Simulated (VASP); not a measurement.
# Pb (Cmcm) in VASP: single point with PBEsol

Aim: the single point of Pb with PBEsol.

All numbers are computed with VASP 6.6.1; they aren't measurements. Logs are shortened: lines on timing, memory, paths and dates and some standing lists are left out, and cuts for length are marked.

### 1 The cell of the first run

Symmetry: Cmcm, No. 63, orthorhombic system. The conventional cell has a = 4.114 Å, b = 7.132 Å, c = 7.560 Å, α = 90.00°, β = 90.00°, γ = 90.00°. Within 5.0 Å of Pb (site symmetry m2m) lie 8 Pb at 3.78 to 4.12 Å.

### 2 Single point, PBEsol

INCAR

```
SYSTEM = Pb
PREC = Accurate ; ENCUT = 520
EDIFF = 1E-6 ; ISMEAR = 1
SIGMA = 0.15 ; LREAL = .FALSE.
LASPH = .TRUE. ; NELM = 60
ALGO = Normal ; ISIF = 2
LWAVE = .FALSE. ; LCHARG = .FALSE.
GGA = PS ; NBANDS = 21
```

KPOINTS

```
regular mesh
0
G
  5 5 3
  0 0 0
```

POSCAR

```
Pb
1.0
    2.0569418400     -3.5658292700      0.0000000000
    2.0569418400      3.5658292700      0.0000000000
    0.0000000000      0.0000000000      7.5599447400
Pb
2
Direct
    0.0010316600      0.9989683400      0.4867318100
    0.9989683400      0.0010316600      0.9867318100
```

Potentials or basis: VASP PAW PBE potentials, release 64 (Pb_d).

Command:

```console
cat potpaw_PBE.64/Pb_d/POTCAR > POTCAR
mpirun -np 1 vasp_std > vasp.out
```

OUTCAR:

```text
SYSTEM = Pb
   PREC = Accurate
   ENCUT = 520
   EDIFF = 1E-6
   ISMEAR = 1
   LREAL = .FALSE.
   LASPH = .TRUE.
   NELM = 60
   ISIF = 2
   GGA = PS

 ion  position               nearest neighbor table
   1  0.001  0.999  0.487-   2 3.78   2 3.78
   2  0.999  0.001  0.987-   1 3.78   1 3.78

  LATTYP: Found a base centered orthorhombic cell.
 ALAT       =     4.1138836800
 B/A-ratio  =     1.7335586260
 C/A-ratio  =     1.8376661394

  Lattice vectors:

 A1 = (   2.0569418400,  -3.5658292700,   0.0000000000)
 A2 = (   2.0569418400,   3.5658292700,   0.0000000000)
 A3 = (   0.0000000000,   0.0000000000,   7.5599447400)

Analysis of symmetry for initial positions (statically):
=====================================================================
 Subroutine PRICEL returns:
 Original cell was already a primitive cell.

 Routine SETGRP: Setting up the symmetry group for a
 base centered orthorhombic supercell.

 Subroutine GETGRP returns: Found  8 space group operations
 (whereof  2 operations were pure point group operations)
 out of a pool of  8 trial point group operations.

The static configuration has the point symmetry C_1h.
 The point group associated with its full space group is D_2h.

Analysis of symmetry for dynamics (positions and initial velocities):
=====================================================================
 Subroutine PRICEL returns:
 Original cell was already a primitive cell.

 Routine SETGRP: Setting up the symmetry group for a
 base centered orthorhombic supercell.

 Subroutine GETGRP returns: Found  8 space group operations
 (whereof  2 operations were pure point group operations)
 out of a pool of  8 trial point group operations.

The dynamic configuration has the point symmetry C_1h.
 The point group associated with its full space group is D_2h.

 Subroutine INISYM returns: Found  8 space group operations
 (whereof  2 operations are pure point group operations),
 and found     1 'primitive' translations

----------------------------------------------------------------------------------------

                                     Primitive cell

  volume of cell :     110.8999

  direct lattice vectors                    reciprocal lattice vectors
     2.056941840 -3.565829270  0.000000000     0.243079308 -0.140219837  0.000000000
     2.056941840  3.565829270  0.000000000     0.243079308  0.140219837  0.000000000
     0.000000000  0.000000000  7.559944740     0.000000000  0.000000000  0.132276099

  length of vectors
     4.116569945  4.116569945  7.559944740     0.280622795  0.280622795  0.132276099

  position of ions in fractional coordinates (direct lattice)
     0.001031660  0.998968340  0.486731810
     0.998968340  0.001031660  0.986731810

  ion indices of the primitive-cell ions
   primitive index   ion index
                 1           1
                 2           2

----------------------------------------------------------------------------------------

 KPOINTS: regular mesh

Automatic generation of k-mesh.
 Grid dimensions read from file:
 generate k-points for:    5    5    3

 Generating k-lattice:

  Cartesian coordinates                     Fractional coordinates (reciprocal lattice)
     0.048615862 -0.028043967  0.000000000     0.200000000 -0.000000000  0.000000000
     0.048615862  0.028043967  0.000000000    -0.000000000  0.200000000  0.000000000
     0.000000000  0.000000000  0.044092033     0.000000000  0.000000000  0.333333333

  Length of vectors
     0.056124559  0.056124559  0.044092033

  Shift w.r.t. Gamma in fractional coordinates (k-lattice)
     0.000000000  0.000000000  0.000000000

 Subroutine IBZKPT returns following result:
 ===========================================

 Found     18 irreducible k-points:

 Following reciprocal coordinates:
            Coordinates               Weight
  0.000000  0.000000  0.000000      1.000000
  0.200000  0.000000  0.000000      4.000000
  0.400000  0.000000  0.000000      4.000000
  0.200000  0.200000  0.000000      2.000000
  0.400000  0.200000  0.000000      4.000000
 -0.400000  0.200000  0.000000      4.000000
[... 10 lines left out ...]
  0.400000  0.400000  0.333333      4.000000
 -0.400000  0.400000  0.333333      4.000000
   k-points           NKPTS =     18   k-points in BZ     NKDIM =     18   number of bands    NBANDS=     21
   number of dos      NEDOS =    301   number of ions     NIONS =      2
   total plane-waves  NPLWV =  57344
   dimension x,y,z NGX =    32 NGY =   32 NGZ =   56
   dimension x,y,z NGXF=    64 NGYF=   64 NGZF=  112
   ions per type =               2
   NGX,Y,Z   is equivalent  to a cutoff of  12.92, 12.92, 12.31 a.u.
   NGXF,Y,Z  is equivalent  to a cutoff of  25.85, 25.85, 24.63 a.u.
 SYSTEM =  Pb
   PREC   = accura    normal or accurate (medium, high low for compatibility)
   ISTART =      0    job   : 0-new  1-cont  2-samecut
   ICHARG =      2    charge: 1-file 2-atom 10-const
   ISPIN  =      1    spin polarized calculation?
   LNONCOLLINEAR =      F non collinear calculations
   LSORBIT =      F    spin-orbit coupling
   LASPH  =      T    aspherical Exc in radial PAW
   ENCUT  =  520.0 eV  38.22 Ry    6.18 a.u.   7.65  7.65 14.06*2*pi/ulx,y,z
   NELM   =     60;   NELMIN=  2; NELMDL= -5     # of ELM steps
   EDIFF  = 0.1E-05   stopping-criterion for ELM
   LREAL  =      F    real-space projection
   EDIFFG = 0.1E-04   stopping-criterion for IOM
   NSW    =      0    number of steps for IOM
   IBRION =     -1    ionic relax: 0-MD 1-quasi-New 2-CG
   NFREE  =      0    steps in history (QN), initial steepest desc. (CG)
   ISIF   =      2    stress and relaxation
   ISYM   =      2    0-nonsym 1-usesym 2-fastsym
   POTIM  = 0.5000    time-step for ionic-motion
   TEBEG  =    0.0;   TEEND  =   0.0 temperature during run
   PSTRESS=    0.0 pullay stress
   NELECT =      28.0000    total number of electrons
   NUPDOWN=      -1.0000    fix difference up-down
   EMIN   =  10.00;   EMAX   =-10.00  energy-range for DOS
   EFERMI =   0.00;   METHOD = LEGACY
   ISMEAR =     1;   SIGMA  =   0.15  broadening in eV -4-tet -1-fermi 0-gaus
   EFERMI_NEDOS =   21; number of points for ismear=-14 and -15
   IALGO  =     38    algorithm
   IMIX   =      4    mixing-type and parameters
     AMIX     =   0.40;   BMIX     =  1.00
     AMIX_MAG =   1.60;   BMIX_MAG =  1.00
  volume/ion in A,a.u.               =      55.45       374.19
  Fermi-wavevector in a.u.,A,eV,Ry     =   1.034706  1.955311 14.566632  1.070617
  Thomas-Fermi vector in A             =   2.169014
   LORBIT       =      0    0 simple, 1 ext, 2 COOP (PROOUT), +10 PAW based schemes
   GGA     = PS    functional components
   LHFCALC =     F    Hartree Fock is set to
   AEXX    =    0.0000 exact exchange contribution
   IVDW    =     0    specifies the selected vdW correction
   LEPSILON=     F    determine dielectric tensor
   LRPA    =     F    only Hartree local field effects (RPA)
 non-spin polarized calculation
 Methfessel and Paxton  Order N= 1 SIGMA  =   0.15
  energy-cutoff  :      520.00
  volume of cell :      110.90
 maximum number of plane-waves:      3010
   NGX = 15   NGY = 15   NGZ = 29

 number of electron      27.9999994 magnetization

 Free energy of the ion-electron system (eV)
  ---------------------------------------------------
  ext. energy  EPLUGINS =         0.00000000
  ---------------------------------------------------
  free energy    TOTEN  =        -6.03535892 eV

  energy without entropy =       -6.02431525  energy(sigma->0) =       -6.03167769

 E-fermi :   2.0319     XC(G=0):  -7.7145

 val. band max:        1.7163191635   @ k =   0.2000   0.2000   0.3333
 cond. band min:       2.0404497594   @ k =  -0.4000   0.4000   0.3333
 fundamental gap:      0.3241305959
 Fermi energy:         2.0318979085

 k-point     1 :       0.0000    0.0000    0.0000
  band No.  band energies     occupation
      1     -15.0399      2.00000
      2     -15.0127      2.00000
      3     -15.0124      2.00000
      4     -15.0087      2.00000
      5     -15.0085      2.00000
      6     -14.9700      2.00000
[... 13 lines left out ...]
     20       9.3297      0.00000
     21       9.6668      0.00000

 k-point     2 :       0.2000    0.0000    0.0000
  band No.  band energies     occupation
      1     -15.0333      2.00000
      2     -15.0112      2.00000
      3     -15.0105      2.00000
      4     -14.9946      2.00000
      5     -14.9911      2.00000
      6     -14.9785      2.00000
[... 13 lines left out ...]
     20       8.5035      0.00000
     21       9.0617      0.00000

 k-point     3 :       0.4000    0.0000    0.0000
  band No.  band energies     occupation
      1     -15.0349      2.00000
      2     -15.0158      2.00000
      3     -14.9973      2.00000
      4     -14.9927      2.00000
      5     -14.9755      2.00000
      6     -14.9654      2.00000
[... 13 lines left out ...]
     20       7.1920      0.00000
     21       9.1933      0.00000

 k-point     4 :       0.2000    0.2000    0.0000
  band No.  band energies     occupation
      1     -15.0217      2.00000
      2     -15.0093      2.00000
      3     -15.0051      2.00000
      4     -14.9877      2.00000
      5     -14.9772      2.00000
      6     -14.9769      2.00000
[... 13 lines left out ...]
     20       8.6225      0.00000
     21       9.3523      0.00000

 k-point     5 :       0.4000    0.2000    0.0000
  band No.  band energies     occupation
      1     -15.0194      2.00000
      2     -15.0002      2.00000
      3     -14.9946      2.00000
      4     -14.9921      2.00000
      5     -14.9815      2.00000
      6     -14.9711      2.00000
[... 13 lines left out ...]
     20       7.7073      0.00000
     21       9.6379      0.00000
[... 238 lines left out ...]
     20       9.3954      0.00000
     21       9.8681      0.00000

 k-point    16 :      -0.2000    0.2000    0.3333
  band No.  band energies     occupation
      1     -15.0166      2.00000
      2     -15.0119      2.00000
      3     -14.9974      2.00000
      4     -14.9937      2.00000
      5     -14.9919      2.00000
      6     -14.9696      2.00000
[... 13 lines left out ...]
     20       9.2004      0.00000
     21       9.4851      0.00000

 k-point    17 :       0.4000    0.4000    0.3333
  band No.  band energies     occupation
      1     -15.0071      2.00000
      2     -15.0017      2.00000
      3     -14.9823      2.00000
      4     -14.9752      2.00000
      5     -14.9719      2.00000
      6     -14.9705      2.00000
[... 13 lines left out ...]
     20       8.5900      0.00000
     21       9.2184      0.00000

 k-point    18 :      -0.4000    0.4000    0.3333
  band No.  band energies     occupation
      1     -15.0249      2.00000
      2     -15.0178      2.00000
      3     -14.9828      2.00000
      4     -14.9759      2.00000
      5     -14.9663      2.00000
      6     -14.9647      2.00000
[... 13 lines left out ...]
     20       7.5532      0.00000
     21       8.3160      0.00000

------------------------ aborting loop because EDIFF is reached ----------------------------------------

  FORCE on cell =-STRESS in cart. coord.  units (eV):
  Direction    XX          YY          ZZ          XY          YZ          ZX
  --------------------------------------------------------------------------------------
  -------------------------------------------------------------------------------------
  Total       -4.9867125     -4.9715557     -3.5359132     -0.0000000     -0.0000000      0.0000000
  in kB      -72.0433239    -71.8243521    -51.0835420     -0.0000000     -0.0000000      0.0000000
  external PRESSURE =     -64.9837394 kB  Pullay stress =       0.0000000 kB

 VOLUME and BASIS-vectors are now :
 -----------------------------------------------------------------------------
  energy-cutoff  :      520.00
  volume of cell :      110.90
      direct lattice vectors                 reciprocal lattice vectors
     2.056941840 -3.565829270  0.000000000     0.243079308 -0.140219837  0.000000000
     2.056941840  3.565829270  0.000000000     0.243079308  0.140219837  0.000000000
     0.000000000  0.000000000  7.559944740     0.000000000  0.000000000  0.132276099

 POSITION                                       TOTAL-FORCE (eV/Angst)
 -----------------------------------------------------------------------------------
      2.05694      3.55847      3.67967         0.000000      0.000264      0.000000
      2.05694     -3.55847      7.45964         0.000000     -0.000264      0.000000
 -----------------------------------------------------------------------------------
    total drift:                                0.000000     -0.000000     -0.000007

  FREE ENERGIE OF THE ION-ELECTRON SYSTEM (eV)
  ---------------------------------------------------
  free  energy   TOTEN  =        -6.0353589168 eV

  energy  without entropy=       -6.0243152457  energy(sigma->0) =       -6.03167769
```

Wall time 24 s (1 thread of Intel Xeon Platinum 8259CL at 2.50GHz (Skylake/Cascade Lake), shared host); peak memory 0.23 GiB.

What came out:

```yaml
Free_energy: -6.0354 eV
Pressure: -6.5 GPa
Band_gap_on_the_k_mesh: zero (band 14 reaches 5.28 eV, above the bottom of band 15 at 1.60 eV)
```

Caveat: the PAW data sets were made with another functional, which shifts forces and pressure a little; spin-orbit coupling is left out, which moves the levels of the heavy elements.
